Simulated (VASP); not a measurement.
# AgCl (R-3m) in VASP: notebook

The runs below take AgCl through single point, with PBEsol.

Program: VASP 6.6.1. These are calculated values, not measurements. Logs are shortened: lines on timing, memory, paths and dates and some standing lists are left out, and cuts for length are marked.

## 1. The cell of the first run

Symmetry: R-3m, No. 166, trigonal system. The conventional cell has a = 4.587 Å, b = 4.587 Å, c = 6.087 Å, α = 90.00°, β = 90.00°, γ = 120.00°. Within 3.7 Å of Ag (site symmetry -3m) lie 8 Cl at 2.84 to 3.04 Å and 6 Ag at 3.34 Å. Within 3.7 Å of Cl (site symmetry -3m) lie 8 Ag at 2.84 to 3.04 Å and 6 Cl at 3.34 Å.

## 2. Single point, PBEsol

Contents of INCAR:

```
SYSTEM = AgCl
PREC     = Accurate       ! precision mode
ENCUT    = 520            ! plane-wave cutoff, eV
EDIFF    = 1E-6           ! SCF threshold, eV
ISMEAR   = 0              ! smearing method
SIGMA    = 0.05           ! smearing width, eV
LREAL    = .FALSE.        ! projectors in reciprocal space
LASPH    = .TRUE.         ! aspherical terms in the spheres
NELM     = 60             ! most SCF steps
ALGO     = Normal         ! electronic algorithm
ISIF     = 2              ! what is computed and relaxed
LWAVE    = .FALSE.        ! write WAVECAR
LCHARG   = .FALSE.        ! write CHGCAR
GGA      = PS             ! functional
NBANDS   = 16             ! bands
```

Contents of KPOINTS:

```
Automatic mesh
0
G
  12 12 12
  0 0 0
```

Contents of POSCAR:

```
AgCl
1.0
    3.3335613177      0.0902715648      0.0902715648
    0.0902715648      3.3335613177      0.0902715648
    0.0902715648      0.0902715648      3.3335613177
Ag Cl
1 1
Direct
    0.0000000000      0.0000000000      0.0000000000
    0.5000000000      0.5000000000      0.5000000000
```

Potentials or basis: VASP PAW PBE potentials, release 64 (Ag, Cl).

Started as:

```sh
$ cat potpaw_PBE.64/Ag/POTCAR potpaw_PBE.64/Cl/POTCAR > POTCAR
$ mpirun -np 1 vasp_std > vasp.out
```

OUTCAR:

```text
SYSTEM = AgCl
   PREC = Accurate
   ENCUT = 520
   EDIFF = 1E-6
   ISMEAR = 0
   LREAL = .FALSE.
   LASPH = .TRUE.
   NELM = 60
   ISIF = 2
   GGA = PS

 ion  position               nearest neighbor table
   1  0.000  0.000  0.000-   2 2.84   2 2.84   2 2.84   2 2.84   2 2.84   2 2.84   2 3.04   2 3.04

   2  0.500  0.500  0.500-   1 2.84   1 2.84   1 2.84   1 2.84   1 2.84   1 2.84   1 3.04   1 3.04

  LATTYP: Found a trigonal (rhomboedric) cell.
 ALAT       =     3.3360049415
 COS(alpha) =     0.0548121522

  Lattice vectors:

 A1 = (   3.3335613177,   0.0902715648,   0.0902715648)
 A2 = (   0.0902715648,   3.3335613177,   0.0902715648)
 A3 = (   0.0902715648,   0.0902715648,   3.3335613177)

Analysis of symmetry for initial positions (statically):
=====================================================================
 Subroutine PRICEL returns:
 Original cell was already a primitive cell.

 Routine SETGRP: Setting up the symmetry group for a
 trigonal (rhombohedral) supercell.

 Subroutine GETGRP returns: Found 12 space group operations
 (whereof 12 operations were pure point group operations)
 out of a pool of 12 trial point group operations.

The static configuration has the point symmetry D_3d.

Analysis of symmetry for dynamics (positions and initial velocities):
=====================================================================
 Subroutine PRICEL returns:
 Original cell was already a primitive cell.

 Routine SETGRP: Setting up the symmetry group for a
 trigonal (rhombohedral) supercell.

 Subroutine GETGRP returns: Found 12 space group operations
 (whereof 12 operations were pure point group operations)
 out of a pool of 12 trial point group operations.

The dynamic configuration has the point symmetry D_3d.

 Subroutine INISYM returns: Found 12 space group operations
 (whereof 12 operations are pure point group operations),
 and found     1 'primitive' translations

----------------------------------------------------------------------------------------

                                     Primitive cell

  volume of cell :      36.9646

  direct lattice vectors                    reciprocal lattice vectors
     3.333561318  0.090271565  0.090271565     0.300408449 -0.007920463 -0.007920463
     0.090271565  3.333561318  0.090271565    -0.007920463  0.300408449 -0.007920463
     0.090271565  0.090271565  3.333561318    -0.007920463 -0.007920463  0.300408449

  length of vectors
     3.336004941  3.336004941  3.336004941     0.300617205  0.300617205  0.300617205

  position of ions in fractional coordinates (direct lattice)
     0.000000000  0.000000000  0.000000000
     0.500000000  0.500000000  0.500000000

  ion indices of the primitive-cell ions
   primitive index   ion index
                 1           1
                 2           2

----------------------------------------------------------------------------------------

 KPOINTS: Automatic mesh

Automatic generation of k-mesh.
 Grid dimensions read from file:
 generate k-points for:   12   12   12

 Generating k-lattice:

  Cartesian coordinates                     Fractional coordinates (reciprocal lattice)
     0.025034037 -0.000660039 -0.000660039     0.083333333  0.000000000  0.000000000
    -0.000660039  0.025034037 -0.000660039     0.000000000  0.083333333  0.000000000
    -0.000660039 -0.000660039  0.025034037     0.000000000  0.000000000  0.083333333

  Length of vectors
     0.025051434  0.025051434  0.025051434

  Shift w.r.t. Gamma in fractional coordinates (k-lattice)
     0.000000000  0.000000000  0.000000000

 Subroutine IBZKPT returns following result:
 ===========================================

 Found    189 irreducible k-points:

 Following reciprocal coordinates:
            Coordinates               Weight
  0.000000  0.000000  0.000000      1.000000
  0.083333  0.000000  0.000000      6.000000
  0.166667  0.000000  0.000000      6.000000
  0.250000  0.000000  0.000000      6.000000
  0.333333  0.000000  0.000000      6.000000
  0.416667  0.000000  0.000000      6.000000
[... 16 lines left out ...]
  0.500000  0.166667  0.000000     12.000000
 -0.416667  0.166667 -0.000000     12.000000
 [... further k-points ...]
   k-points           NKPTS =    189   k-points in BZ     NKDIM =    189   number of bands    NBANDS=     16
   number of dos      NEDOS =    301   number of ions     NIONS =      2
   total plane-waves  NPLWV =  21952
   dimension x,y,z NGX =    28 NGY =   28 NGZ =   28
   dimension x,y,z NGXF=    56 NGYF=   56 NGZF=   56
   ions per type =               1   1
   NGX,Y,Z   is equivalent  to a cutoff of  13.95, 13.95, 13.95 a.u.
   NGXF,Y,Z  is equivalent  to a cutoff of  27.91, 27.91, 27.91 a.u.
 SYSTEM =  AgCl
   PREC   = accura    normal or accurate (medium, high low for compatibility)
   ISTART =      0    job   : 0-new  1-cont  2-samecut
   ICHARG =      2    charge: 1-file 2-atom 10-const
   ISPIN  =      1    spin polarized calculation?
   LNONCOLLINEAR =      F non collinear calculations
   LSORBIT =      F    spin-orbit coupling
   LASPH  =      T    aspherical Exc in radial PAW
   ENCUT  =  520.0 eV  38.22 Ry    6.18 a.u.   6.20  6.20  6.20*2*pi/ulx,y,z
   NELM   =     60;   NELMIN=  2; NELMDL= -5     # of ELM steps
   EDIFF  = 0.1E-05   stopping-criterion for ELM
   LREAL  =      F    real-space projection
   EDIFFG = 0.1E-04   stopping-criterion for IOM
   NSW    =      0    number of steps for IOM
   IBRION =     -1    ionic relax: 0-MD 1-quasi-New 2-CG
   NFREE  =      0    steps in history (QN), initial steepest desc. (CG)
   ISIF   =      2    stress and relaxation
   ISYM   =      2    0-nonsym 1-usesym 2-fastsym
   POTIM  = 0.5000    time-step for ionic-motion
   TEBEG  =    0.0;   TEEND  =   0.0 temperature during run
   PSTRESS=    0.0 pullay stress
   NELECT =      18.0000    total number of electrons
   NUPDOWN=      -1.0000    fix difference up-down
   EMIN   =  10.00;   EMAX   =-10.00  energy-range for DOS
   EFERMI =   0.00;   METHOD = LEGACY
   ISMEAR =     0;   SIGMA  =   0.05  broadening in eV -4-tet -1-fermi 0-gaus
   EFERMI_NEDOS =   21; number of points for ismear=-14 and -15
   IALGO  =     38    algorithm
   IMIX   =      4    mixing-type and parameters
     AMIX     =   0.40;   BMIX     =  1.00
     AMIX_MAG =   1.60;   BMIX_MAG =  1.00
  volume/ion in A,a.u.               =      18.48       124.72
  Fermi-wavevector in a.u.,A,eV,Ry     =   1.287964  2.433898 22.570030  1.658850
  Thomas-Fermi vector in A             =   2.419946
   LORBIT       =      0    0 simple, 1 ext, 2 COOP (PROOUT), +10 PAW based schemes
   GGA     = PS    functional components
   LHFCALC =     F    Hartree Fock is set to
   AEXX    =    0.0000 exact exchange contribution
   IVDW    =     0    specifies the selected vdW correction
   LEPSILON=     F    determine dielectric tensor
   LRPA    =     F    only Hartree local field effects (RPA)
 non-spin polarized calculation
 Gauss-broadening in eV      SIGMA  =   0.05
  energy-cutoff  :      520.00
  volume of cell :       36.96
 maximum number of plane-waves:      1007
 NGX is ok and might be reduce to    28
   NGX = 13   NGY = 13   NGZ = 13

 number of electron      18.0000002 magnetization

 Free energy of the ion-electron system (eV)
  ---------------------------------------------------
  ext. energy  EPLUGINS =         0.00000000
  ---------------------------------------------------
  free energy    TOTEN  =        -5.83310293 eV

  energy without entropy =       -5.83310293  energy(sigma->0) =       -5.83310293

 E-fermi :   5.3235     XC(G=0): -11.1028

 val. band max:        5.1603903972   @ k =   0.5000   0.0000   0.0000
 cond. band min:       5.4782371436   @ k =   0.0000   0.0000   0.0000
 fundamental gap:      0.3178467464
 Fermi energy:         5.3235093493

 k-point     1 :       0.0000    0.0000    0.0000
  band No.  band energies     occupation
      1     -10.2118      2.00000
      2       1.8101      2.00000
      3       1.8101      2.00000
      4       2.9142      2.00000
      5       2.9142      2.00000
      6       3.0021      2.00000
[... 8 lines left out ...]
     15      19.5253      0.00000
     16      21.3635      0.00000

 k-point     2 :       0.0833    0.0000    0.0000
  band No.  band energies     occupation
      1     -10.1756      2.00000
      2       1.7126      2.00000
      3       1.8191      2.00000
      4       2.5366      2.00000
      5       2.7050      2.00000
      6       2.8312      2.00000
[... 8 lines left out ...]
     15      19.2500      0.00000
     16      21.3627      0.00000

 k-point     3 :       0.1667    0.0000    0.0000
  band No.  band energies     occupation
      1     -10.0738      2.00000
      2       1.2050      2.00000
      3       1.8329      2.00000
      4       2.1838      2.00000
      5       2.4283      2.00000
      6       2.6662      2.00000
[... 8 lines left out ...]
     15      18.7693      0.00000
     16      21.2411      0.00000

 k-point     4 :       0.2500    0.0000    0.0000
  band No.  band energies     occupation
      1      -9.9271      2.00000
      2       0.4325      2.00000
      3       1.7575      2.00000
      4       2.0009      2.00000
      5       2.1865      2.00000
      6       2.8188      2.00000
[... 8 lines left out ...]
     15      19.0279      0.00000
     16      21.0776      0.00000
[... 324 lines left out ...]
 k-point    22 :       0.4167    0.1667    0.0000
  band No.  band energies     occupation
      1      -9.5655      2.00000
      2      -0.4214      2.00000
      3       1.4083      2.00000
      4       1.9078      2.00000
      5       2.1555      2.00000
      6       2.8824      2.00000
[... 8 lines left out ...]
     15      20.1183      0.00000
     16      21.8506      0.00000

 k-point    23 :       0.5000    0.1667    0.0000
  band No.  band energies     occupation
      1      -9.5160      2.00000
      2      -0.6006      2.00000
      3       1.3580      2.00000
      4       1.8754      2.00000
      5       2.1439      2.00000
      6       2.8841      2.00000
[... 8 lines left out ...]
     15      19.9782      0.00000
     16      21.9976      0.00000

 k-point    24 :      -0.4167    0.1667   -0.0000
  band No.  band energies     occupation
      1      -9.5505      2.00000
      2      -0.4874      2.00000
      3       1.3493      2.00000
      4       1.8650      2.00000
      5       2.1622      2.00000
      6       2.8702      2.00000
[... 8 lines left out ...]
     15      19.8007      0.00000
     16      21.6504      0.00000

 [... further k-points ...]

------------------------ aborting loop because EDIFF is reached ----------------------------------------

  FORCE on cell =-STRESS in cart. coord.  units (eV):
  Direction    XX          YY          ZZ          XY          YZ          ZX
  --------------------------------------------------------------------------------------
  -------------------------------------------------------------------------------------
  Total        0.0215549      0.0215549      0.0215549      0.1460468      0.1460468      0.1460468
  in kB        0.9342665      0.9342665      0.9342665      6.3301842      6.3301842      6.3301842
  external PRESSURE =       0.9342665 kB  Pullay stress =       0.0000000 kB

 VOLUME and BASIS-vectors are now :
 -----------------------------------------------------------------------------
  energy-cutoff  :      520.00
  volume of cell :       36.96
      direct lattice vectors                 reciprocal lattice vectors
     3.333561318  0.090271565  0.090271565     0.300408449 -0.007920463 -0.007920463
     0.090271565  3.333561318  0.090271565    -0.007920463  0.300408449 -0.007920463
     0.090271565  0.090271565  3.333561318    -0.007920463 -0.007920463  0.300408449

 POSITION                                       TOTAL-FORCE (eV/Angst)
 -----------------------------------------------------------------------------------
      0.00000      0.00000      0.00000        -0.000000      0.000000     -0.000000
      1.75705      1.75705      1.75705         0.000000     -0.000000      0.000000
 -----------------------------------------------------------------------------------
    total drift:                                0.000000      0.000000      0.000000

  FREE ENERGIE OF THE ION-ELECTRON SYSTEM (eV)
  ---------------------------------------------------
  free  energy   TOTEN  =        -5.8331029321 eV

  energy  without entropy=       -5.8331029298  energy(sigma->0) =       -5.83310293
```

Wall time 3.1 min (1 thread of AMD EPYC, shared host); peak memory 0.21 GiB.

Results:

```yaml
Free_energy: -5.8331 eV
Pressure: 0.1 GPa
Band_gap_on_the_k_mesh: 0.32 eV, indirect (least direct gap 2.10 eV)
```

Levels at points of the mesh, in eV from the valence-band top:
| k point | band 7 | band 8 | band 9 | band 10 | band 11 | band 12 |
| --- | --- | --- | --- | --- | --- | --- |
| (0.00, 0.00, 0.00) | -2.15 | -2.15 | -1.78 | 0.32 | 9.05 | 9.05 |
| (0.50, 0.00, 0.00) | -1.74 | -0.34 | 0.00 | 4.55 | 5.75 | 8.56 |
| (0.50, 0.50, 0.00) | -2.47 | -1.83 | -1.31 | 2.43 | 8.68 | 9.30 |
| (0.50, 0.50, 0.50) | -0.63 | -0.20 | -0.20 | 3.71 | 4.40 | 4.40 |

Caveat: the PAW data sets were made with another functional, which shifts forces and pressure a little. A k mesh can miss the band edges.

## 3. Single point, PBEsol

Contents of INCAR:

```
SYSTEM = AgCl
PREC = Accurate
ENCUT = 520
EDIFF = 1E-7
ISMEAR = 0
SIGMA = 0.05
LREAL = .False.
LASPH = .True.
NELM = 80
ALGO = Normal
ISIF = 2
LWAVE = .False.
LCHARG = .False.
GGA = PS
NBANDS = 16
```

Contents of KPOINTS:

```
Automatic mesh
0
Gamma
  12 12 12
  0 0 0
```

Contents of POSCAR:

```
AgCl
1.0
    3.3335147577     -0.0878141075     -0.0878141075
   -0.0878141075      3.3335147577     -0.0878141075
   -0.0878141075     -0.0878141075      3.3335147577
Ag Cl
1 1
Direct
    0.0000000000      0.0000000000      0.0000000000
    0.5000000000      0.5000000000      0.5000000000
```

Potentials or basis: VASP PAW PBE potentials, release 64 (Ag, Cl).

Started as:

```sh
$ cat potpaw_PBE.64/Ag/POTCAR potpaw_PBE.64/Cl/POTCAR > POTCAR
$ mpirun -np 1 vasp_std > vasp.out
```

Run time: 2.9 min. Hardware: 1 thread of AMD EPYC, shared host; peak memory 0.21 GiB.

The run converged. Its results:

```yaml
Free_energy: -5.8319 eV
Pressure: 0.2 GPa
Band_gap_on_the_k_mesh: 0.30 eV, indirect (least direct gap 2.21 eV)
```

Stress tensor (GPa, compression positive):
```
 0.17 -0.53 -0.53
-0.53  0.17 -0.53
-0.53 -0.53  0.17
```

Levels at points of the mesh, in eV from the valence-band top:
| k point | band 7 | band 8 | band 9 | band 10 | band 11 | band 12 |
| --- | --- | --- | --- | --- | --- | --- |
| (0.00, 0.00, 0.00) | -2.20 | -1.91 | -1.91 | 0.30 | 9.02 | 9.02 |
| (0.50, 0.00, 0.00) | -1.77 | -0.41 | 0.00 | 4.52 | 5.74 | 8.56 |
| (0.50, 0.50, 0.00) | -2.49 | -1.86 | -1.33 | 2.41 | 8.67 | 9.23 |
| (0.50, 0.50, 0.50) | -0.50 | -0.50 | -0.11 | 3.87 | 3.87 | 4.69 |

Caveat: the PAW data sets were made with another functional, which shifts forces and pressure a little.

[end of part 1 of 2]
